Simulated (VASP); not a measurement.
# ScAl3 (Pmmm) in VASP: notebook

Runs on ScAl3. Level: PBE. Tasks: single point.

Program: VASP 6.6.1. These are calculated values, not measurements. Logs are shortened: lines on timing, memory, paths and dates and some standing lists are left out, and cuts for length are marked.

**1. The cell of the first run**

The structure is orthorhombic, space group Pmmm (No. 47). Conventional cell: a = 3.982 Å, b = 4.105 Å, c = 4.228 Å, α = 90.00°, β = 90.00°, γ = 90.00°. Within 3.8 Å of Sc (site symmetry mmm) lie 12 Al at 2.86 to 2.95 Å. Al (site symmetry mmm) has 8 Al at 2.86 to 2.90 Å and 4 Sc at 2.95 Å within 3.8 Å. Al (site symmetry mmm) has 4 Sc at 2.86 Å and 8 Al at 2.90 to 2.95 Å within 3.8 Å. Al (site symmetry mmm) has 8 Al at 2.86 to 2.95 Å and 4 Sc at 2.90 Å within 3.8 Å.

**2. Single point, PBE (strain +0.0300 x Voigt [1, -1, 0, 0, 0, 0])**

The input, INCAR:

```
SYSTEM = ScAl3
PREC = Accurate ; ENCUT = 520
EDIFF = 1E-6 ; ISMEAR = 0
SIGMA = 0.15 ; LREAL = .False.
LASPH = .True. ; NELM = 100
ALGO = Fast ; ISIF = 2
LWAVE = .False. ; LCHARG = .False.
GGA = PE ; NBANDS = 18
```

The input, KPOINTS:

```
regular mesh
0
Gamma
  12 12 12
  0 0 0
```

The input, POSCAR:

```
ScAl3
1.0
    4.2284905147      0.0000000000      0.0000000000
    0.0000000000      3.9821706789      0.0000000000
    0.0000000000      0.0000000000      4.1053305968
Sc Al
1 3
Direct
    0.0000000000      0.0000000000      0.0000000000
    0.5000000000      0.0000000000      0.5000000000
    0.0000000000      0.5000000000      0.5000000000
    0.5000000000      0.5000000000      0.0000000000
```

Potentials or basis: VASP PAW PBE potentials, release 64 (Sc_sv, Al).

The run is started by

```
$ cat potpaw_PBE.64/Sc_sv/POTCAR potpaw_PBE.64/Al/POTCAR > POTCAR
$ mpirun -np 1 vasp_std > vasp.out
```

OUTCAR:

```text
SYSTEM = ScAl3
   PREC = Accurate
   ENCUT = 520
   EDIFF = 1E-6
   ISMEAR = 0
   LREAL = .False.
   LASPH = .True.
   NELM = 100
   ISIF = 2
   GGA = PE

 ion  position               nearest neighbor table
   1  0.000  0.000  0.000-   3 2.86   3 2.86   3 2.86   3 2.86   4 2.90   4 2.90   4 2.90   4 2.90
                             2 2.95   2 2.95   2 2.95   2 2.95
   2  0.500  0.000  0.500-   4 2.86   4 2.86   4 2.86   4 2.86   3 2.90   3 2.90   3 2.90   3 2.90
                             1 2.95   1 2.95   1 2.95   1 2.95
   3  0.000  0.500  0.500-   1 2.86   1 2.86   1 2.86   1 2.86   2 2.90   2 2.90   2 2.90   2 2.90
                             4 2.95   4 2.95   4 2.95   4 2.95
   4  0.500  0.500  0.000-   2 2.86   2 2.86   2 2.86   2 2.86   1 2.90   1 2.90   1 2.90   1 2.90
                             3 2.95   3 2.95   3 2.95   3 2.95

  LATTYP: Found a simple orthorhombic cell.
 ALAT       =     3.9821706789
 B/A-ratio  =     1.0309278351
 C/A-ratio  =     1.0618556701

  Lattice vectors:

 A1 = (   0.0000000000,   3.9821706789,   0.0000000000)
 A2 = (   0.0000000000,   0.0000000000,   4.1053305968)
 A3 = (   4.2284905147,   0.0000000000,   0.0000000000)

Analysis of symmetry for initial positions (statically):
=====================================================================
 Subroutine PRICEL returns:
 Original cell was already a primitive cell.

 Routine SETGRP: Setting up the symmetry group for a
 simple orthorhombic supercell.

 Subroutine GETGRP returns: Found  8 space group operations
 (whereof  8 operations were pure point group operations)
 out of a pool of  8 trial point group operations.

The static configuration has the point symmetry D_2h.

Analysis of symmetry for dynamics (positions and initial velocities):
=====================================================================
 Subroutine PRICEL returns:
 Original cell was already a primitive cell.

 Routine SETGRP: Setting up the symmetry group for a
 simple orthorhombic supercell.

 Subroutine GETGRP returns: Found  8 space group operations
 (whereof  8 operations were pure point group operations)
 out of a pool of  8 trial point group operations.

The dynamic configuration has the point symmetry D_2h.

 Subroutine INISYM returns: Found  8 space group operations
 (whereof  8 operations are pure point group operations),
 and found     1 'primitive' translations

----------------------------------------------------------------------------------------

                                     Primitive cell

  volume of cell :      69.1279

  direct lattice vectors                    reciprocal lattice vectors
     4.228490515  0.000000000  0.000000000     0.236491012  0.000000000  0.000000000
     0.000000000  3.982170679  0.000000000     0.000000000  0.251119322  0.000000000
     0.000000000  0.000000000  4.105330597     0.000000000  0.000000000  0.243585742

  length of vectors
     4.228490515  3.982170679  4.105330597     0.236491012  0.251119322  0.243585742

  position of ions in fractional coordinates (direct lattice)
     0.000000000  0.000000000  0.000000000
     0.500000000  0.000000000  0.500000000
     0.000000000  0.500000000  0.500000000
     0.500000000  0.500000000  0.000000000

  ion indices of the primitive-cell ions
   primitive index   ion index
                 1           1
                 2           2
                 3           3
                 4           4

----------------------------------------------------------------------------------------

 KPOINTS: regular mesh

Automatic generation of k-mesh.
 Grid dimensions read from file:
 generate k-points for:   12   12   12

 Generating k-lattice:

  Cartesian coordinates                     Fractional coordinates (reciprocal lattice)
     0.019707584  0.000000000  0.000000000     0.083333333  0.000000000  0.000000000
     0.000000000  0.020926610  0.000000000     0.000000000  0.083333333  0.000000000
     0.000000000  0.000000000  0.020298812     0.000000000  0.000000000  0.083333333

  Length of vectors
     0.019707584  0.020926610  0.020298812

  Shift w.r.t. Gamma in fractional coordinates (k-lattice)
     0.000000000  0.000000000  0.000000000

 Subroutine IBZKPT returns following result:
 ===========================================

 Found    343 irreducible k-points:

 Following reciprocal coordinates:
            Coordinates               Weight
  0.000000  0.000000  0.000000      1.000000
  0.083333  0.000000  0.000000      2.000000
  0.166667  0.000000  0.000000      2.000000
  0.250000  0.000000  0.000000      2.000000
  0.333333  0.000000  0.000000      2.000000
  0.416667  0.000000  0.000000      2.000000
[... 16 lines left out ...]
  0.083333  0.250000  0.000000      4.000000
  0.166667  0.250000  0.000000      4.000000
 [... further k-points ...]
   k-points           NKPTS =    343   k-points in BZ     NKDIM =    343   number of bands    NBANDS=     18
   number of dos      NEDOS =    301   number of ions     NIONS =      4
   total plane-waves  NPLWV =  30720
   dimension x,y,z NGX =    32 NGY =   30 NGZ =   32
   dimension x,y,z NGXF=    64 NGYF=   60 NGZF=   64
   ions per type =               1   3
   NGX,Y,Z   is equivalent  to a cutoff of  12.58, 12.52, 12.96 a.u.
   NGXF,Y,Z  is equivalent  to a cutoff of  25.16, 25.05, 25.92 a.u.
 SYSTEM =  ScAl3
   PREC   = accura    normal or accurate (medium, high low for compatibility)
   ISTART =      0    job   : 0-new  1-cont  2-samecut
   ICHARG =      2    charge: 1-file 2-atom 10-const
   ISPIN  =      1    spin polarized calculation?
   LNONCOLLINEAR =      F non collinear calculations
   LSORBIT =      F    spin-orbit coupling
   LASPH  =      T    aspherical Exc in radial PAW
   ENCUT  =  520.0 eV  38.22 Ry    6.18 a.u.   7.86  7.40  7.63*2*pi/ulx,y,z
   NELM   =    100;   NELMIN=  2; NELMDL= -5     # of ELM steps
   EDIFF  = 0.1E-05   stopping-criterion for ELM
   LREAL  =      F    real-space projection
   EDIFFG = 0.1E-04   stopping-criterion for IOM
   NSW    =      0    number of steps for IOM
   IBRION =     -1    ionic relax: 0-MD 1-quasi-New 2-CG
   NFREE  =      0    steps in history (QN), initial steepest desc. (CG)
   ISIF   =      2    stress and relaxation
   ISYM   =      2    0-nonsym 1-usesym 2-fastsym
   POTIM  = 0.5000    time-step for ionic-motion
   TEBEG  =    0.0;   TEEND  =   0.0 temperature during run
   PSTRESS=    0.0 pullay stress
   NELECT =      20.0000    total number of electrons
   NUPDOWN=      -1.0000    fix difference up-down
   EMIN   =  10.00;   EMAX   =-10.00  energy-range for DOS
   EFERMI =   0.00;   METHOD = LEGACY
   ISMEAR =     0;   SIGMA  =   0.15  broadening in eV -4-tet -1-fermi 0-gaus
   EFERMI_NEDOS =   21; number of points for ismear=-14 and -15
   IALGO  =     68    algorithm
   IMIX   =      4    mixing-type and parameters
     AMIX     =   0.40;   BMIX     =  1.00
     AMIX_MAG =   1.60;   BMIX_MAG =  1.00
  volume/ion in A,a.u.               =      17.28       116.62
  Fermi-wavevector in a.u.,A,eV,Ry     =   1.082764  2.046127 15.951162  1.172377
  Thomas-Fermi vector in A             =   2.218813
   LORBIT       =      0    0 simple, 1 ext, 2 COOP (PROOUT), +10 PAW based schemes
   GGA     = PE    functional components
   LHFCALC =     F    Hartree Fock is set to
   AEXX    =    0.0000 exact exchange contribution
   IVDW    =     0    specifies the selected vdW correction
   LEPSILON=     F    determine dielectric tensor
   LRPA    =     F    only Hartree local field effects (RPA)
 non-spin polarized calculation
 RMM-DIIS sequential band-by-band and
 Gauss-broadening in eV      SIGMA  =   0.15
  energy-cutoff  :      520.00
  volume of cell :       69.13
 maximum number of plane-waves:      1884
 NGX is ok and might be reduce to    32
   NGX = 15   NGY = 15   NGZ = 15

 number of electron      20.0000001 magnetization

 Free energy of the ion-electron system (eV)
  ---------------------------------------------------
  ext. energy  EPLUGINS =         0.00000000
  ---------------------------------------------------
  free energy    TOTEN  =       -19.25245558 eV

  energy without entropy =      -19.23650627  energy(sigma->0) =      -19.24448093

 E-fermi :   7.1683     XC(G=0): -10.3706

 val. band max:        7.1670368706   @ k =   0.3333   0.5000   0.1667
 cond. band min:       7.1687193391   @ k =   0.2500   0.5000   0.0000
 fundamental gap:      0.0016824685
 Fermi energy:         7.1682592058

 k-point     1 :       0.0000    0.0000    0.0000
  band No.  band energies     occupation
      1     -41.8519      2.00000
      2     -20.5706      2.00000
      3     -20.5513      2.00000
      4     -20.5296      2.00000
      5      -2.8026      2.00000
      6       4.2776      2.00000
[... 10 lines left out ...]
     17      12.3278      0.00000
     18      12.4839      0.00000

 k-point     2 :       0.0833    0.0000    0.0000
  band No.  band energies     occupation
      1     -41.8519      2.00000
      2     -20.5721      2.00000
      3     -20.5512      2.00000
      4     -20.5295      2.00000
      5      -2.7430      2.00000
      6       3.6575      2.00000
[... 10 lines left out ...]
     17      12.3268      0.00000
     18      12.5427      0.00000

 k-point     3 :       0.1667    0.0000    0.0000
  band No.  band energies     occupation
      1     -41.8517      2.00000
      2     -20.5763      2.00000
      3     -20.5509      2.00000
      4     -20.5292      2.00000
      5      -2.5656      2.00000
      6       2.7386      2.00000
[... 10 lines left out ...]
     17      12.2217      0.00000
     18      12.4439      0.00000

 k-point     4 :       0.2500    0.0000    0.0000
  band No.  band energies     occupation
      1     -41.8515      2.00000
      2     -20.5821      2.00000
      3     -20.5504      2.00000
      4     -20.5288      2.00000
      5      -2.2748      2.00000
      6       1.8198      2.00000
[... 375 lines left out ...]
      4     -20.5496      2.00000
      5      -2.2023      2.00000
      6       2.3130      2.00000
[... 10 lines left out ...]
     17      12.2104      0.00000
     18      13.3196      0.00000

 k-point    23 :       0.0833    0.2500    0.0000
  band No.  band energies     occupation
      1     -41.8510      2.00000
      2     -20.5703      2.00000
      3     -20.5498      2.00000
      4     -20.5495      2.00000
      5      -2.1451      2.00000
      6       2.3583      2.00000
[... 10 lines left out ...]
     17      12.1202      0.00000
     18      13.1463      0.00000

 k-point    24 :       0.1667    0.2500    0.0000
  band No.  band energies     occupation
      1     -41.8508      2.00000
      2     -20.5743      2.00000
      3     -20.5494      2.00000
      4     -20.5492      2.00000
      5      -1.9748      2.00000
      6       2.4859      2.00000
[... 10 lines left out ...]
     17      11.7447      0.00000
     18      12.5961      0.00000

 [... further k-points ...]

------------------------ aborting loop because EDIFF is reached ----------------------------------------

  FORCE on cell =-STRESS in cart. coord.  units (eV):
  Direction    XX          YY          ZZ          XY          YZ          ZX
  --------------------------------------------------------------------------------------
  -------------------------------------------------------------------------------------
  Total       -1.7015812      1.8959936      0.2054048      0.0000000      0.0000000      0.0000000
  in kB      -39.4375462     43.9434435      4.7606660      0.0000000      0.0000000      0.0000000
  external PRESSURE =       3.0888544 kB  Pullay stress =       0.0000000 kB

 VOLUME and BASIS-vectors are now :
 -----------------------------------------------------------------------------
  energy-cutoff  :      520.00
  volume of cell :       69.13
      direct lattice vectors                 reciprocal lattice vectors
     4.228490515  0.000000000  0.000000000     0.236491012  0.000000000  0.000000000
     0.000000000  3.982170679  0.000000000     0.000000000  0.251119322  0.000000000
     0.000000000  0.000000000  4.105330597     0.000000000  0.000000000  0.243585742

 POSITION                                       TOTAL-FORCE (eV/Angst)
 -----------------------------------------------------------------------------------
      0.00000      0.00000      0.00000         0.000000      0.000000      0.000000
      2.11425      0.00000      2.05267         0.000000      0.000000      0.000000
      0.00000      1.99109      2.05267         0.000000      0.000000      0.000000
      2.11425      1.99109      0.00000         0.000000      0.000000      0.000000
 -----------------------------------------------------------------------------------
    total drift:                                0.000000      0.000000      0.000000

  FREE ENERGIE OF THE ION-ELECTRON SYSTEM (eV)
  ---------------------------------------------------
  free  energy   TOTEN  =       -19.2524555786 eV

  energy  without entropy=      -19.2365062715  energy(sigma->0) =      -19.24448093
```

Run time: 6.8 min. Hardware: 1 thread of Oxide Virtual Turin-like, shared host; peak memory 0.45 GiB.

What came out:

```
Free energy            : -19.2525 eV
Pressure               : 0.3 GPa
Band gap on the k mesh : zero (band 10 reaches 8.06 eV, above the bottom of band 11 at 4.35 eV)
```

Caveat: the cell differs from its parent crystal (strain +0.0300 x Voigt [1, -1, 0, 0, 0, 0]).

(Part 1 of 2 ends here.)
